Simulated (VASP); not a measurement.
# SnSe (F-43m) in VASP: a series of runs

Aim: see how the results for SnSe move with the level of theory and the settings. Levels: PBE, PBEsol. Tasks: single point.

Program: VASP 6.6.1. These are calculated values, not measurements. Logs are shortened: lines on timing, memory, paths and dates and some standing lists are left out, and cuts for length are marked.

**1. The cell of the first run**

It takes space group F-43m (No. 216, cubic). The conventional cell has a = 6.728 Å, b = 6.728 Å, c = 6.728 Å, α = 90.00°, β = 90.00°, γ = 90.00°. Within 3.8 Å of Sn (site symmetry -43m) lie 4 Se at 2.91 Å. Within 3.8 Å of Se (site symmetry -43m) lie 4 Sn at 2.91 Å.

**2. Single point, PBE**

Input file INCAR:

```
SYSTEM = SnSe
ALGO = Normal
EDIFF = 1E-7
ENCUT = 520
GGA = PE
ISIF = 2
ISMEAR = -1
LASPH = .True.
LCHARG = .False.
LREAL = .False.
LWAVE = .False.
NBANDS = 17
NELM = 80
PREC = Accurate
SIGMA = 0.02
```

Input file KPOINTS:

```
k-points
0
Gamma
  6 6 6
  0 0 0
```

Input file POSCAR:

```
SnSe
1.0
    0.0000000000      3.3639842963      3.3639842963
    3.3639842963      0.0000000000      3.3639842963
    3.3639842963      3.3639842963      0.0000000000
Sn Se
1 1
Direct
    0.0000000000      0.0000000000      0.0000000000
    0.2500000000      0.2500000000      0.2500000000
```

Potentials or basis: VASP PAW PBE potentials, release 64 (Sn_d, Se).

Launch:

```sh
$ cat potpaw_PBE.64/Sn_d/POTCAR potpaw_PBE.64/Se/POTCAR > POTCAR
$ mpirun -np 1 vasp_std > vasp.out
```

OUTCAR:

```text
SYSTEM = SnSe
   EDIFF = 1E-7
   ENCUT = 520
   GGA = PE
   ISIF = 2
   ISMEAR = -1
   LASPH = .True.
   LREAL = .False.
   NELM = 80
   PREC = Accurate

 ion  position               nearest neighbor table
   1  0.000  0.000  0.000-   2 2.91   2 2.91   2 2.91   2 2.91
   2  0.250  0.250  0.250-   1 2.91   1 2.91   1 2.91   1 2.91

  LATTYP: Found a face centered cubic cell.
 ALAT       =     6.7279685926

  Lattice vectors:

 A1 = (   0.0000000000,   3.3639842963,   3.3639842963)
 A2 = (   3.3639842963,   0.0000000000,   3.3639842963)
 A3 = (   3.3639842963,   3.3639842963,   0.0000000000)

Analysis of symmetry for initial positions (statically):
=====================================================================
 Subroutine PRICEL returns:
 Original cell was already a primitive cell.

 Routine SETGRP: Setting up the symmetry group for a
 face centered cubic supercell.

 Subroutine GETGRP returns: Found 24 space group operations
 (whereof 24 operations were pure point group operations)
 out of a pool of 48 trial point group operations.

The static configuration has the point symmetry T_d .

Analysis of symmetry for dynamics (positions and initial velocities):
=====================================================================
 Subroutine PRICEL returns:
 Original cell was already a primitive cell.

 Routine SETGRP: Setting up the symmetry group for a
 face centered cubic supercell.

 Subroutine GETGRP returns: Found 24 space group operations
 (whereof 24 operations were pure point group operations)
 out of a pool of 48 trial point group operations.

The dynamic configuration has the point symmetry T_d .

 Subroutine INISYM returns: Found 24 space group operations
 (whereof 24 operations are pure point group operations),
 and found     1 'primitive' translations

----------------------------------------------------------------------------------------

                                     Primitive cell

  volume of cell :      76.1363

  direct lattice vectors                    reciprocal lattice vectors
     0.000000000  3.363984296  3.363984296    -0.148633274  0.148633274  0.148633274
     3.363984296  0.000000000  3.363984296     0.148633274 -0.148633274  0.148633274
     3.363984296  3.363984296  0.000000000     0.148633274  0.148633274 -0.148633274

  length of vectors
     4.757392215  4.757392215  4.757392215     0.257440382  0.257440382  0.257440382

  position of ions in fractional coordinates (direct lattice)
     0.000000000  0.000000000  0.000000000
     0.250000000  0.250000000  0.250000000

  ion indices of the primitive-cell ions
   primitive index   ion index
                 1           1
                 2           2

----------------------------------------------------------------------------------------

 KPOINTS: k-points

Automatic generation of k-mesh.
 Grid dimensions read from file:
 generate k-points for:    6    6    6

 Generating k-lattice:

  Cartesian coordinates                     Fractional coordinates (reciprocal lattice)
    -0.024772212  0.024772212  0.024772212     0.166666667  0.000000000  0.000000000
     0.024772212 -0.024772212  0.024772212     0.000000000  0.166666667  0.000000000
     0.024772212  0.024772212 -0.024772212     0.000000000  0.000000000  0.166666667

  Length of vectors
     0.042906730  0.042906730  0.042906730

  Shift w.r.t. Gamma in fractional coordinates (k-lattice)
     0.000000000  0.000000000  0.000000000

 Subroutine IBZKPT returns following result:
 ===========================================

 Found     16 irreducible k-points:

 Following reciprocal coordinates:
            Coordinates               Weight
  0.000000  0.000000  0.000000      1.000000
  0.166667  0.000000  0.000000      8.000000
  0.333333  0.000000  0.000000      8.000000
  0.500000  0.000000  0.000000      4.000000
  0.166667  0.166667  0.000000      6.000000
  0.333333  0.166667  0.000000     24.000000
[... 8 lines left out ...]
 -0.333333  0.333333  0.166667     24.000000
 -0.333333  0.500000  0.166667     12.000000
   k-points           NKPTS =     16   k-points in BZ     NKDIM =     16   number of bands    NBANDS=     17
   number of dos      NEDOS =    301   number of ions     NIONS =      2
   total plane-waves  NPLWV =  46656
   dimension x,y,z NGX =    36 NGY =   36 NGZ =   36
   dimension x,y,z NGXF=    72 NGYF=   72 NGZF=   72
   ions per type =               1   1
   NGX,Y,Z   is equivalent  to a cutoff of  12.58, 12.58, 12.58 a.u.
   NGXF,Y,Z  is equivalent  to a cutoff of  25.16, 25.16, 25.16 a.u.
 SYSTEM =  SnSe
   PREC   = accura    normal or accurate (medium, high low for compatibility)
   ISTART =      0    job   : 0-new  1-cont  2-samecut
   ICHARG =      2    charge: 1-file 2-atom 10-const
   ISPIN  =      1    spin polarized calculation?
   LNONCOLLINEAR =      F non collinear calculations
   LSORBIT =      F    spin-orbit coupling
   LASPH  =      T    aspherical Exc in radial PAW
   ENCUT  =  520.0 eV  38.22 Ry    6.18 a.u.   8.85  8.85  8.85*2*pi/ulx,y,z
   NELM   =     80;   NELMIN=  2; NELMDL= -5     # of ELM steps
   EDIFF  = 0.1E-06   stopping-criterion for ELM
   LREAL  =      F    real-space projection
   EDIFFG = 0.1E-05   stopping-criterion for IOM
   NSW    =      0    number of steps for IOM
   IBRION =     -1    ionic relax: 0-MD 1-quasi-New 2-CG
   NFREE  =      0    steps in history (QN), initial steepest desc. (CG)
   ISIF   =      2    stress and relaxation
   ISYM   =      2    0-nonsym 1-usesym 2-fastsym
   POTIM  = 0.5000    time-step for ionic-motion
   TEBEG  =    0.0;   TEEND  =   0.0 temperature during run
   PSTRESS=    0.0 pullay stress
   NELECT =      20.0000    total number of electrons
   NUPDOWN=      -1.0000    fix difference up-down
   EMIN   =  10.00;   EMAX   =-10.00  energy-range for DOS
   EFERMI =   0.00;   METHOD = LEGACY
   ISMEAR =    -1;   SIGMA  =   0.02  broadening in eV -4-tet -1-fermi 0-gaus
   EFERMI_NEDOS =   21; number of points for ismear=-14 and -15
   IALGO  =     38    algorithm
   IMIX   =      4    mixing-type and parameters
     AMIX     =   0.40;   BMIX     =  1.00
     AMIX_MAG =   1.60;   BMIX_MAG =  1.00
  volume/ion in A,a.u.               =      38.07       256.90
  Fermi-wavevector in a.u.,A,eV,Ry     =   1.048466  1.981313 14.956615  1.099280
  Thomas-Fermi vector in A             =   2.183388
   LORBIT       =      0    0 simple, 1 ext, 2 COOP (PROOUT), +10 PAW based schemes
   GGA     = PE    functional components
   LHFCALC =     F    Hartree Fock is set to
   AEXX    =    0.0000 exact exchange contribution
   IVDW    =     0    specifies the selected vdW correction
   LEPSILON=     F    determine dielectric tensor
   LRPA    =     F    only Hartree local field effects (RPA)
 non-spin polarized calculation
  energy-cutoff  :      520.00
  volume of cell :       76.14
 maximum number of plane-waves:      2085
   NGX = 17   NGY = 17   NGZ = 17

 number of electron      20.0000008 magnetization

 Free energy of the ion-electron system (eV)
  ---------------------------------------------------
  ext. energy  EPLUGINS =         0.00000000
  ---------------------------------------------------
  free energy    TOTEN  =        -7.75043641 eV

  energy without entropy =       -7.75018748  energy(sigma->0) =       -7.75031195

 E-fermi :   2.9591     XC(G=0):  -7.8334

 val. band max:        2.8706574245   @ k =  -0.3333   0.5000   0.1667
 cond. band min:       3.0191569957   @ k =   0.5000   0.5000   0.0000
 fundamental gap:      0.1484995712
 Fermi energy:         2.9591351133

 k-point     1 :       0.0000    0.0000    0.0000
  band No.  band energies     occupation
      1     -18.7735      2.00000
      2     -18.7735      2.00000
      3     -18.7735      2.00000
      4     -18.7608      2.00000
      5     -18.7608      2.00000
      6     -10.2678      2.00000
[... 9 lines left out ...]
     16      10.4399      0.00000
     17      11.6091      0.00000

 k-point     2 :       0.1667    0.0000    0.0000
  band No.  band energies     occupation
      1     -18.7743      2.00000
      2     -18.7727      2.00000
      3     -18.7727      2.00000
      4     -18.7607      2.00000
      5     -18.7607      2.00000
      6     -10.1645      2.00000
[... 9 lines left out ...]
     16       9.8066      0.00000
     17      11.0380      0.00000

 k-point     3 :       0.3333    0.0000    0.0000
  band No.  band energies     occupation
      1     -18.7761      2.00000
      2     -18.7713      2.00000
      3     -18.7713      2.00000
      4     -18.7603      2.00000
      5     -18.7603      2.00000
      6      -9.9349      2.00000
[... 9 lines left out ...]
     16       9.9528      0.00000
     17      11.4260      0.00000

 k-point     4 :       0.5000    0.0000    0.0000
  band No.  band energies     occupation
      1     -18.7769      2.00000
      2     -18.7707      2.00000
      3     -18.7707      2.00000
      4     -18.7600      2.00000
      5     -18.7600      2.00000
      6      -9.8054      2.00000
[... 9 lines left out ...]
     16      10.8578      0.00000
     17      10.8578      0.00000
[... 183 lines left out ...]
      1     -18.7784      2.00000
      2     -18.7700      2.00000
      3     -18.7688      2.00000
      4     -18.7614      2.00000
      5     -18.7596      2.00000
      6      -9.7711      2.00000
[... 9 lines left out ...]
     16      11.3210      0.00000
     17      12.5434      0.00000

 k-point    15 :      -0.3333    0.3333    0.1667
  band No.  band energies     occupation
      1     -18.7785      2.00000
      2     -18.7701      2.00000
      3     -18.7680      2.00000
      4     -18.7612      2.00000
      5     -18.7598      2.00000
      6      -9.6800      2.00000
[... 9 lines left out ...]
     16      11.0775      0.00000
     17      12.3931      0.00000

 k-point    16 :      -0.3333    0.5000    0.1667
  band No.  band energies     occupation
      1     -18.7800      2.00000
      2     -18.7690      2.00000
      3     -18.7671      2.00000
      4     -18.7619      2.00000
      5     -18.7593      2.00000
      6      -9.6361      2.00000
[... 9 lines left out ...]
     16      11.8621      0.00000
     17      11.9855      0.00000

------------------------ aborting loop because EDIFF is reached ----------------------------------------

  FORCE on cell =-STRESS in cart. coord.  units (eV):
  Direction    XX          YY          ZZ          XY          YZ          ZX
  --------------------------------------------------------------------------------------
  -------------------------------------------------------------------------------------
  Total        0.3575108      0.3575108      0.3575108      0.0000000     -0.0000000     -0.0000000
  in kB        7.5232907      7.5232907      7.5232907      0.0000000     -0.0000000     -0.0000000
  external PRESSURE =       7.5232907 kB  Pullay stress =       0.0000000 kB

 VOLUME and BASIS-vectors are now :
 -----------------------------------------------------------------------------
  energy-cutoff  :      520.00
  volume of cell :       76.14
      direct lattice vectors                 reciprocal lattice vectors
     0.000000000  3.363984296  3.363984296    -0.148633274  0.148633274  0.148633274
     3.363984296  0.000000000  3.363984296     0.148633274 -0.148633274  0.148633274
     3.363984296  3.363984296  0.000000000     0.148633274  0.148633274 -0.148633274

 POSITION                                       TOTAL-FORCE (eV/Angst)
 -----------------------------------------------------------------------------------
      0.00000      0.00000      0.00000        -0.000000     -0.000000     -0.000000
      1.68199      1.68199      1.68199         0.000000      0.000000      0.000000
 -----------------------------------------------------------------------------------
    total drift:                               -0.000000     -0.000000     -0.000000

  FREE ENERGIE OF THE ION-ELECTRON SYSTEM (eV)
  ---------------------------------------------------
  free  energy   TOTEN  =        -7.7504364137 eV

  energy  without entropy=       -7.7501874775  energy(sigma->0) =       -7.75031195
```

It took 34 s on 1 thread of Intel Xeon 6975P-C, shared host; peak memory 0.2 GiB.

Results:

```
Free energy            : -7.7504 eV
Pressure               : 0.8 GPa
Band gap on the k mesh : 0.15 eV, indirect (least direct gap 0.64 eV)
```

Levels at points of the mesh, in eV from the valence-band top:
| k point | band 6 | band 7 | band 8 | band 9 | band 10 | band 11 | band 12 | band 13 | band 14 | band 15 |
| --- | --- | --- | --- | --- | --- | --- | --- | --- | --- | --- |
| (0.00, 0.00, 0.00) | -13.14 | -5.19 | -2.16 | -2.16 | -2.16 | 1.60 | 1.60 | 1.60 | 4.95 | 7.57 |
| (0.50, 0.00, 0.00) | -12.68 | -7.06 | -2.68 | -2.68 | -2.05 | 2.36 | 2.36 | 3.48 | 6.48 | 7.56 |
| (0.50, 0.50, 0.00) | -12.51 | -7.33 | -3.37 | -3.37 | -0.49 | 0.15 | 4.48 | 4.48 | 5.71 | 7.46 |

Caveat: spin-orbit coupling is left out, which moves the levels of the heavy elements. A k mesh can miss the band edges.

[end of part 1 of 2]
